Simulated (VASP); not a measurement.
# P in VASP: single point with PBE

Aim: the single point of P with PBE.

All numbers are computed with VASP 6.6.1; they aren't measurements. Logs are shortened: lines on timing, memory, paths and dates and some standing lists are left out, and cuts for length are marked.

## (1) The cell of the first run

The cell holds a slab with vacuum, 12 atoms: a = 3.310 Å, b = 5.880 Å, c = 20.887 Å, α = 90.00°, β = 90.00°, γ = 106.35°.

## (2) Single point, PBE

INCAR

```
ALGO     = Normal         # electronic algorithm
EDIFF    = 1E-6           # SCF threshold, eV
ENCUT    = 520            # plane-wave cutoff, eV
GGA      = PE             # functional
ISIF     = 2              # what is computed and relaxed
ISMEAR   = 0              # smearing method
ISYM     = 0            
LASPH    = True           # aspherical terms in the spheres
LCHARG   = False          # write CHGCAR
LREAL    = False          # projectors in reciprocal space
LWAVE    = False          # write WAVECAR
NBANDS   = 42             # bands
NELM     = 60             # most SCF steps
PREC     = Accurate       # precision mode
SIGMA    = 0.05           # smearing width, eV
```

KPOINTS

```
k-points
0
Gamma
  11 6 1
```

POSCAR

```
P
1.0
    3.3104324780      0.0000000000      0.0000000000
   -1.6552162390      5.6427178935      0.0000000000
    0.0000000000      0.0000000000     20.8868311752
P
12
Direct
    0.9059292215      0.8118584429      0.1915082267
    0.4059292215      0.8118584429      0.2629599128
    0.5940707785      0.1881415571      0.3006145988
    0.0940707785      0.1881415571      0.3720662849
    0.9059292215      0.8118584429      0.4097209709
    0.4059292215      0.8118584429      0.4811726570
    0.5940707785      0.1881415571      0.5188273430
    0.0940707785      0.1881415571      0.5902790291
    0.9059292215      0.8118584429      0.6279337151
    0.4059292215      0.8118584429      0.6993854012
    0.5940707785      0.1881415571      0.7370400872
    0.0940707785      0.1881415571      0.8084917733
```

Potentials or basis: VASP PAW PBE potentials, release 64 (P).

Launch:

```sh
$ cat potpaw_PBE.64/P/POTCAR > POTCAR
$ mpirun -np 1 vasp_std > vasp.out
```

OUTCAR:

```text
EDIFF = 1E-6
   ENCUT = 520
   GGA = PE
   ISIF = 2
   ISMEAR = 0
   ISYM = 0
   LASPH = True
   LREAL = False
   NELM = 60
   PREC = Accurate

 ion  position               nearest neighbor table
   1  0.906  0.812  0.192-   2 2.23   2 2.23
   2  0.406  0.812  0.263-   1 2.23   1 2.23   3 2.26
   3  0.594  0.188  0.301-   4 2.23   4 2.23   2 2.26
   4  0.094  0.188  0.372-   3 2.23   3 2.23   5 2.26
   5  0.906  0.812  0.410-   6 2.23   6 2.23   4 2.26
   6  0.406  0.812  0.481-   5 2.23   5 2.23   7 2.26
   7  0.594  0.188  0.519-   8 2.23   8 2.23   6 2.26
   8  0.094  0.188  0.590-   7 2.23   7 2.23   9 2.26
   9  0.906  0.812  0.628-  10 2.23  10 2.23   8 2.26
  10  0.406  0.812  0.699-   9 2.23   9 2.23  11 2.26
  11  0.594  0.188  0.737-  12 2.23  12 2.23  10 2.26
  12  0.094  0.188  0.808-  11 2.23  11 2.23

IMPORTANT INFORMATION: All symmetrisations will be switched off!
NOSYMM: (Re-)initialisation of all symmetry stuff for point group C_1.

----------------------------------------------------------------------------------------

                                     Primitive cell

  volume of cell :     390.1626

  direct lattice vectors                    reciprocal lattice vectors
     3.310432478  0.000000000  0.000000000     0.302075335  0.088609782  0.000000000
    -1.655216239  5.642717894  0.000000000     0.000000000  0.177219563  0.000000000
     0.000000000  0.000000000 20.886831175     0.000000000  0.000000000  0.047877057

  length of vectors
     3.310432478  5.880476683 20.886831175     0.314803433  0.177219563  0.047877057

  position of ions in fractional coordinates (direct lattice)
     0.905929222  0.811858443  0.191508227
     0.405929222  0.811858443  0.262959913
     0.594070778  0.188141557  0.300614599
     0.094070778  0.188141557  0.372066285
     0.905929222  0.811858443  0.409720971
     0.405929222  0.811858443  0.481172657
     0.594070778  0.188141557  0.518827343
     0.094070778  0.188141557  0.590279029
     0.905929222  0.811858443  0.627933715
     0.405929222  0.811858443  0.699385401
     0.594070778  0.188141557  0.737040087
     0.094070778  0.188141557  0.808491773

  ion indices of the primitive-cell ions
   primitive index   ion index
                 1           1
                 2           2
                 3           3
                 4           4
                 5           5
                 6           6
                 7           7
                 8           8
                 9           9
                10          10
                11          11
                12          12

----------------------------------------------------------------------------------------

 KPOINTS: k-points

Automatic generation of k-mesh.
 Grid dimensions read from file:
 generate k-points for:   11    6    1

 Generating k-lattice:

  Cartesian coordinates                     Fractional coordinates (reciprocal lattice)
     0.027461394  0.008055435  0.000000000     0.090909091  0.000000000  0.000000000
     0.000000000  0.029536594  0.000000000     0.000000000  0.166666667  0.000000000
     0.000000000  0.000000000  0.047877057     0.000000000  0.000000000  1.000000000

  Length of vectors
     0.028618494  0.029536594  0.047877057

  Shift w.r.t. Gamma in fractional coordinates (k-lattice)
     0.000000000  0.000000000  0.000000000

 -----------------------------------------------------------------------------
|                                                                             |
|           W    W    AA    RRRRR   N    N  II  N    N   GGGG   !!!           |
|           W    W   A  A   R    R  NN   N  II  NN   N  G    G  !!!           |
|           W    W  A    A  R    R  N N  N  II  N N  N  G       !!!           |
|           W WW W  AAAAAA  RRRRR   N  N N  II  N  N N  G  GGG   !            |
|           WW  WW  A    A  R   R   N   NN  II  N   NN  G    G                |
|           W    W  A    A  R    R  N    N  II  N    N   GGGG   !!!           |
|                                                                             |
|     Your reciprocal lattice and k-lattice belong to different lattice       |
|     classes:                                                                |
|                                                                             |
|        The reciprocal lattice is base centered orthorhombic,                |
|        whereas your k-lattice is simple monoclinic.                         |
|                                                                             |
|     Results are often still useful ...                                      |
|                                                                             |
 -----------------------------------------------------------------------------

 WARNING: IBZKPT: internal override: KBLOWUP is changed to .FALSE.
      ... skipping the blow-up phase ...

 Subroutine IBZKPT returns following result:
 ===========================================

 Found     34 irreducible k-points:

 Following reciprocal coordinates:
            Coordinates               Weight
  0.000000  0.000000  0.000000      1.000000
  0.090909  0.000000  0.000000      2.000000
  0.181818  0.000000  0.000000      2.000000
  0.272727  0.000000  0.000000      2.000000
  0.363636  0.000000  0.000000      2.000000
  0.454545  0.000000  0.000000      2.000000
[... 16 lines left out ...]
  0.454545  0.333333  0.000000      2.000000
 -0.454545  0.333333  0.000000      2.000000
 [... further k-points ...]
   k-points           NKPTS =     34   k-points in BZ     NKDIM =     34   number of bands    NBANDS=     42
   number of dos      NEDOS =    301   number of ions     NIONS =     12
   total plane-waves  NPLWV = 215040
   dimension x,y,z NGX =    28 NGY =   48 NGZ =  160
   dimension x,y,z NGXF=    56 NGYF=   96 NGZF=  320
   ions per type =              12
   NGX,Y,Z   is equivalent  to a cutoff of  14.06, 13.57, 12.73 a.u.
   NGXF,Y,Z  is equivalent  to a cutoff of  28.12, 27.14, 25.47 a.u.
 SYSTEM =  unknown system
   PREC   = accura    normal or accurate (medium, high low for compatibility)
   ISTART =      0    job   : 0-new  1-cont  2-samecut
   ICHARG =      2    charge: 1-file 2-atom 10-const
   ISPIN  =      1    spin polarized calculation?
   LNONCOLLINEAR =      F non collinear calculations
   LSORBIT =      F    spin-orbit coupling
   LASPH  =      T    aspherical Exc in radial PAW
   ENCUT  =  520.0 eV  38.22 Ry    6.18 a.u.   6.16 10.93 38.84*2*pi/ulx,y,z
   NELM   =     60;   NELMIN=  2; NELMDL= -5     # of ELM steps
   EDIFF  = 0.1E-05   stopping-criterion for ELM
   LREAL  =      F    real-space projection
   EDIFFG = 0.1E-04   stopping-criterion for IOM
   NSW    =      0    number of steps for IOM
   IBRION =     -1    ionic relax: 0-MD 1-quasi-New 2-CG
   NFREE  =      0    steps in history (QN), initial steepest desc. (CG)
   ISIF   =      2    stress and relaxation
   ISYM   =      0    0-nonsym 1-usesym 2-fastsym
   POTIM  = 0.5000    time-step for ionic-motion
   TEBEG  =    0.0;   TEEND  =   0.0 temperature during run
   PSTRESS=    0.0 pullay stress
   NELECT =      60.0000    total number of electrons
   NUPDOWN=      -1.0000    fix difference up-down
   EMIN   =  10.00;   EMAX   =-10.00  energy-range for DOS
   EFERMI =   0.00;   METHOD = LEGACY
   ISMEAR =     0;   SIGMA  =   0.05  broadening in eV -4-tet -1-fermi 0-gaus
   EFERMI_NEDOS =   21; number of points for ismear=-14 and -15
   IALGO  =     38    algorithm
   IMIX   =      4    mixing-type and parameters
     AMIX     =   0.40;   BMIX     =  1.00
     AMIX_MAG =   1.60;   BMIX_MAG =  1.00
  volume/ion in A,a.u.               =      32.51       219.41
  Fermi-wavevector in a.u.,A,eV,Ry     =   0.877088  1.657457 10.466745  0.769284
  Thomas-Fermi vector in A             =   1.996989
   LORBIT       =      0    0 simple, 1 ext, 2 COOP (PROOUT), +10 PAW based schemes
   GGA     = PE    functional components
   LHFCALC =     F    Hartree Fock is set to
   AEXX    =    0.0000 exact exchange contribution
   IVDW    =     0    specifies the selected vdW correction
   LEPSILON=     F    determine dielectric tensor
   LRPA    =     F    only Hartree local field effects (RPA)
 non-spin polarized calculation
 Gauss-broadening in eV      SIGMA  =   0.05
  energy-cutoff  :      520.00
  volume of cell :      390.16
 maximum number of plane-waves:     10543
 NGX is ok and might be reduce to    28
   NGX = 13   NGY = 21   NGZ = 77

 number of electron      60.0000000 magnetization

 Free energy of the ion-electron system (eV)
  ---------------------------------------------------
  ext. energy  EPLUGINS =         0.00000000
  ---------------------------------------------------
  free energy    TOTEN  =       -62.77810759 eV

  energy without entropy =      -62.76608399  energy(sigma->0) =      -62.77209579

 E-fermi :   1.3850     XC(G=0):  -6.7525

 val. band max:        1.3820835105   @ k =   0.1818   0.0000   0.0000
 cond. band min:       1.3886428362   @ k =   0.0000   0.5000   0.0000
 fundamental gap:      0.0065593257
 Fermi energy:         1.3849711860

 k-point     1 :       0.0000    0.0000    0.0000
  band No.  band energies     occupation
      1     -13.6646      2.00000
      2     -13.1595      2.00000
      3     -12.5515      2.00000
      4     -11.8910      2.00000
      5     -11.2255      2.00000
      6     -11.0613      2.00000
[... 34 lines left out ...]
     41       4.7439      0.00000
     42       5.0138      0.00000

 k-point     2 :       0.0909    0.0000    0.0000
  band No.  band energies     occupation
      1     -13.5654      2.00000
      2     -13.0619      2.00000
      3     -12.4561      2.00000
      4     -11.7969      2.00000
      5     -11.1301      2.00000
      6     -10.9640      2.00000
[... 34 lines left out ...]
     41       4.8457      0.00000
     42       4.9727      0.00000

 k-point     3 :       0.1818    0.0000    0.0000
  band No.  band energies     occupation
      1     -13.2698      2.00000
      2     -12.7719      2.00000
      3     -12.1736      2.00000
      4     -11.5192      2.00000
      5     -10.8477      2.00000
      6     -10.6725      2.00000
[... 34 lines left out ...]
     41       5.5786      0.00000
     42       5.6827      0.00000

 k-point     4 :       0.2727    0.0000    0.0000
  band No.  band energies     occupation
      1     -12.7844      2.00000
      2     -12.2986      2.00000
      3     -11.7181      2.00000
      4     -11.0777      2.00000
      5     -10.3991      2.00000
      6     -10.1890      2.00000
[... 844 lines left out ...]
     41       4.6436      0.00000
     42       4.8368      0.00000

 k-point    23 :       0.4545    0.3333    0.0000
  band No.  band energies     occupation
      1     -11.2739      2.00000
      2     -10.9065      2.00000
      3     -10.6013      2.00000
      4     -10.4159      2.00000
      5     -10.3607      2.00000
      6      -8.8468      2.00000
[... 34 lines left out ...]
     41       4.8262      0.00000
     42       4.8606      0.00000

 k-point    24 :      -0.4545    0.3333    0.0000
  band No.  band energies     occupation
      1     -11.3429      2.00000
      2     -10.9591      2.00000
      3     -10.6091      2.00000
      4     -10.3781      2.00000
      5     -10.3411      2.00000
      6      -8.7025      2.00000
[... 34 lines left out ...]
     41       4.7102      0.00000
     42       4.8252      0.00000

 [... further k-points ...]

------------------------ aborting loop because EDIFF is reached ----------------------------------------

  FORCE on cell =-STRESS in cart. coord.  units (eV):
  Direction    XX          YY          ZZ          XY          YZ          ZX
  --------------------------------------------------------------------------------------
  -------------------------------------------------------------------------------------
  Total       -3.7924461     -0.1741946     -5.2270434     -0.0007445      0.1900093      0.0000336
  in kB      -15.5734336     -0.7153189    -21.4645139     -0.0030573      0.7802607      0.0001380
  external PRESSURE =     -12.5844221 kB  Pullay stress =       0.0000000 kB

 VOLUME and BASIS-vectors are now :
 -----------------------------------------------------------------------------
  energy-cutoff  :      520.00
  volume of cell :      390.16
      direct lattice vectors                 reciprocal lattice vectors
     3.310432478  0.000000000  0.000000000     0.302075335  0.088609782  0.000000000
    -1.655216239  5.642717894  0.000000000     0.000000000  0.177219563  0.000000000
     0.000000000  0.000000000 20.886831175     0.000000000  0.000000000  0.047877057

 POSITION                                       TOTAL-FORCE (eV/Angst)
 -----------------------------------------------------------------------------------
      1.65522      4.58109      4.00000         0.000076     -0.030225      1.368710
      0.00000      4.58109      5.49240        -0.000020     -0.074440     -1.373075
      1.65522      1.06163      6.27889         0.000013      0.025367      0.188198
     -0.00000      1.06163      7.77129        -0.000048     -0.030238     -0.071693
      1.65522      4.58109      8.55777        -0.000042      0.265249     -0.003387
      0.00000      4.58109     10.05017         0.000060     -0.143505     -0.036213
      1.65522      1.06163     10.83666        -0.000059      0.143507      0.036217
     -0.00000      1.06163     12.32906         0.000043     -0.265251      0.003372
      1.65522      4.58109     13.11555         0.000048      0.030239      0.071709
      0.00000      4.58109     14.60794        -0.000013     -0.025357     -0.188216
      1.65522      1.06163     15.39443         0.000020      0.074430      1.373108
     -0.00000      1.06163     16.88683        -0.000076      0.030224     -1.368730
 -----------------------------------------------------------------------------------
    total drift:                               -0.000000     -0.000018      0.000019

  FREE ENERGIE OF THE ION-ELECTRON SYSTEM (eV)
  ---------------------------------------------------
  free  energy   TOTEN  =       -62.7781075878 eV

  energy  without entropy=      -62.7660839869  energy(sigma->0) =      -62.77209579
```

Run time: 19 min. Hardware: 1 thread of Intel Xeon Platinum 8259CL at 2.50GHz (Skylake/Cascade Lake), shared host; peak memory 0.68 GiB.

What came out:

* Free energy: -62.7781 eV
* Largest force: 1.375 eV/Å
* Band gap on the k mesh: zero (bands 30 and 31 overlap by 0.37 eV)

Forces on the atoms (eV/Å):
```
P    0.000 -0.030  1.369
P    0.000 -0.074 -1.373
P    0.000  0.025  0.188
P    0.000 -0.030 -0.072
P    0.000  0.265 -0.003
P    0.000 -0.144 -0.036
P    0.000  0.144  0.036
P    0.000 -0.265  0.003
P    0.000  0.030  0.072
P    0.000 -0.025 -0.188
P    0.000  0.074  1.373
P    0.000  0.030 -1.369
```

Caveat: there is no dipole correction, which matters where the two faces differ.
